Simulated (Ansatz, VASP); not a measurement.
## BAs in VASP and in Ansatz

INCAR

```
ALGO     = Normal         # electronic algorithm
EDIFF    = 1E-6           # SCF threshold, eV
ENCUT    = 520            # plane-wave cutoff, eV
GGA      = PE             # functional
ISIF     = 2              # what is computed and relaxed
ISMEAR   = -1             # smearing method
LASPH    = True           # aspherical terms in the spheres
LCHARG   = False          # write CHGCAR
LREAL    = False          # projectors in reciprocal space
LWAVE    = False          # write WAVECAR
NBANDS   = 11             # bands
NELM     = 80             # most SCF steps
PREC     = Accurate       # precision mode
SIGMA    = 0.05           # smearing width, eV
```

The input KPOINTS:

```
k-points
0
Gamma
  13 13 13
```

Contents of POSCAR:

```
BAs
1.0
    0.0000000000      2.3724693156      2.3724693156
    2.3724693156      0.0000000000      2.3724693156
    2.3724693156      2.3724693156      0.0000000000
B As
1 1
Direct
    0.0000000000      0.0000000000      0.0000000000
    0.7500000000      0.7500000000      0.7500000000
```

Input for Ansatz:

```yaml
crystal:
  lattice:
    - [0.0, 2.3724693156, 2.3724693156]
    - [2.3724693156, 0.0, 2.3724693156]
    - [2.3724693156, 2.3724693156, 0.0]
  atoms:
    - { symbol: B, position: [0.0, 0.0, 0.0] }
    - { symbol: As, position: [0.75, 0.75, 0.75] }
kpoints:
  mp_grid: { grid: [13, 13, 13] }
scf:
  occupations: { method: fermi_dirac, width: 0.05 }
hamiltonian:
  xc: pbe
  pseudopotentials: { kind: all_electron, lapw: { basis_error: 0.0005 } }
output:
  forces: true
  stress: true
  eigenvalues: true
```

Change from the starting cell: volume scaled by 0.98.

Alike in both runs: task single point; functional PBE; k mesh 13 × 13 × 13; occupations fermi-dirac, width 0.05 eV; no spin polarisation.

```csv
,VASP,Ansatz
version,VASP 6.6.1,Ansatz 0.2.0
potentials or method,"VASP PAW PBE potentials, release 64 (B, As), cutoff 520 eV","all-electron LAPW, scalar-relativistic"
```

Ansatz gave:

* pressure (GPa): 5.7

Problem. Estimate VASP's values.

Solution. Pressure (GPa): 6.5.

Ansatz ran all-electron here, and VASP with PAW potentials.
